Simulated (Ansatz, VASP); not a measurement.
## In3SbTe2 in VASP and in Ansatz

```
CELL_PARAMETERS angstrom
-2.25169 3.14672 6.55592
2.25169 -3.14672 6.55592
2.25169 3.14672 -6.55592
ATOMIC_POSITIONS crystal
Te 0.82873 0.32873 0.50000
Te 0.17127 0.67127 0.50000
Sb 0.50000 0.00000 0.50000
In 0.33904 0.33904 0.00000
In 0.66096 0.66096 0.00000
In 0.00000 0.00000 0.00000
```

Alike in both runs: task single point; functional PBE; k mesh 7 × 7 × 7; occupations fermi-dirac, width 0.05 eV; no spin polarisation.

```csv
,VASP,Ansatz
version,VASP 6.6.1,Ansatz 0.2.0
potentials or method,"VASP PAW PBE potentials, release 64 (Te, Sb, In_d)",Ansatz PAW
plane-wave cutoff (eV),520,420
valence electrons in the cell,56,86
```

```tsv
	VASP	Ansatz	Ansatz less VASP
gap on the k mesh at the Fermi level (eV)	none	none	-
pressure (GPa)	-1.0	-1.0	+0.02
traceless stress, the component that is largest in VASP (GPa)	0.71	0.71	+0.001
rms of the force components (eV/Å)	0.033	0.033	-0.0004
```

Atom by atom the forces differ by 0.000 eV/Å (rms over components). A gap of «none» marks a metal or a gap that the smearing closes. VASP's potentials hold 56 valence electrons a cell and Ansatz's 86, so a difference there can come from the potentials and not from the codes.

Spin-orbit coupling is off throughout.
